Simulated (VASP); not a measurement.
# Ti: single point with PBE

The system is Ti.

```
Ti
1.0
    -1.64100    1.64100    1.64100
     1.64100   -1.64100    1.64100
     1.64100    1.64100   -1.64100
Ti
1
Direct
  0.00000 0.00000 0.00000
```

```
Program             : VASP 6.6.1
Task                : single point
Functional          : PBE
Potentials or basis : VASP PAW PBE potentials, release 64 (Ti_sv)
Cutoff              : 520 eV
k mesh              : 11 × 11 × 11
Occupations         : fermi-dirac, width 0.05 eV
Spin                : no spin polarisation
```

The pressure is -2.7 GPa and the band gap on the k mesh is zero (band 6 reaches 8.89 eV, above the bottom of band 7 at 7.33 eV).

Levels at points of the mesh, in eV from the Fermi level:
| k point | band 4 | band 5 | band 6 | band 7 | band 8 | band 9 |
| --- | --- | --- | --- | --- | --- | --- |
| (0.00, 0.00, 0.00) | -32.43 | -5.91 | 0.98 | 0.98 | 0.98 | 2.70 |

Wall time 4 s on 1 thread of Intel(R) Xeon(R) 6975P-C (Granite Rapids), with other jobs on the host, peak memory 0.14 GiB.
